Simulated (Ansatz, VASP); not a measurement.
# AlN in VASP and in Ansatz

```xyz
2
Lattice="0.0000 2.2127 2.2127 2.2127 0.0000 2.2127 2.2127 2.2127 0.0000" Properties=species:S:1:pos:R:3 pbc="T T T"
Al    0.0000    0.0000    0.0000
N     1.1064    1.1064    1.1064
```

Change from the starting cell: volume scaled by 1.04.

Alike in both runs: task single point; functional PBE; k mesh 10 × 10 × 10; occupations fermi-dirac, width 0.05 eV; no spin polarisation.

|  | VASP | Ansatz |
| --- | --- | --- |
| version | VASP 6.6.1 | Ansatz 0.2.0 |
| potentials or method | VASP PAW PBE potentials, release 64 (Al, N), cutoff 520 eV | all-electron LAPW, scalar-relativistic |

|  | VASP | Ansatz | Ansatz less VASP |
| --- | --- | --- | --- |
| gap on the k mesh at the Fermi level (eV) | 3.30 | 3.30 | 0.000 |
| least direct gap on the mesh (eV) | 3.85 | 3.85 | -0.003 |
| pressure (GPa) | -3.1 | -2.9 | +0.20 |

Ansatz ran all-electron here, and VASP with PAW potentials.
